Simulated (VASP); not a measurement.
Here is a VASP 6.6.1 calculation.

Contents of INCAR:

```
PREC = Accurate
ENCUT = 520
EDIFF = 1E-6
ISMEAR = -1
SIGMA = 0.05
LREAL = F
LASPH = T
NELM = 100
ALGO = Normal
ISIF = 2
LWAVE = F
LCHARG = T
GGA = PS
LELF = T
LVHAR = T
NBANDS = 15
```

The input KPOINTS:

```
regular mesh
0
Gamma
  13 13 13
```

POSCAR

```
ZrC
1.0
    0.0000000000      2.3564331911      2.3564331911
    2.3564331911      0.0000000000      2.3564331911
    2.3564331911      2.3564331911      0.0000000000
Zr C
1 1
Direct
    0.0000000000      0.0000000000      0.0000000000
    0.5000000000      0.5000000000      0.5000000000
```

Potentials or basis: VASP PAW PBE potentials, release 64 (Zr_sv, C).

Launch:

```sh
$ cat potpaw_PBE.64/Zr_sv/POTCAR potpaw_PBE.64/C/POTCAR > POTCAR
$ mpirun -np 1 vasp_std > vasp.out
```

(1) Estimate the pressure.

(2) What does it give for the band gap on the k mesh?

## Answers

(1) -5.9 GPa.

(2) zero (bands 8 and 9 overlap by 1.32 eV).

Caveat: the cell stands under tension; the PAW data sets were made with another functional, which shifts forces and pressure a little.
